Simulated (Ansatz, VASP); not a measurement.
## One calculation of ScGa2As3, two programs

```
Sc Ga As
1.0
     0.00133   -0.00149   -6.69309
    -0.00027    7.24266    0.00162
     6.29490   -3.62146   -0.00256
Sc Ga As
2 4 6
Cartesian
  6.2936 2.4019 -3.3598
  6.2962 -2.4048 -0.0138
  4.1501 -1.1783 -3.3362
  2.1434 2.4423 -3.3339
  4.1524 1.1767 -6.6825
  2.1483 4.7981 -6.6796
  2.2063 4.7742 -4.1848
  4.0868 1.1530 -4.1872
  -0.0007 1.3473 -4.0560
  2.2068 2.4680 -0.8393
  4.0903 -1.1529 -0.8410
  0.0018 5.8931 -0.7091
```

Change from the starting cell: cell x1, atoms moved at random (sigma 0.15 Å) and cell strained at random (1.5 %), then relaxed without symmetry.

Alike in both runs: functional PBE; k mesh 2 × 2 × 2; occupations gaussian, width 0.1 eV; no spin polarisation.

Ansatz relaxed the structure, and its values are those at the end. VASP's run is a single point on that final structure, the one shown.

```csv
,VASP,Ansatz
version,VASP 6.6.1,Ansatz 0.2.0
potentials or method,"VASP PAW PBE potentials, release 64 (Sc_sv, Ga_d, As), cutoff 520 eV","scalar-relativistic, plane waves, PAW"
valence electrons in the cell,104,164
```

VASP gave:

```
gap on the k mesh at the Fermi level (eV) : 1.33
least direct gap on the mesh (eV)         : 1.43
pressure (GPa)                            : 0.2
rms of the force components (eV/Å)        : 0.012
```

Question: Which values does Ansatz return?

Answer: gap on the k mesh at the Fermi level (eV): 1.34; least direct gap on the mesh (eV): 1.44; pressure (GPa): 0.0; rms of the force components (eV/Å): 0.012.

VASP's potentials hold 104 valence electrons a cell and Ansatz's 164, so a difference there can come from the potentials and not from the codes.

The k mesh is coarse, so the values compare programs but aren't converged.
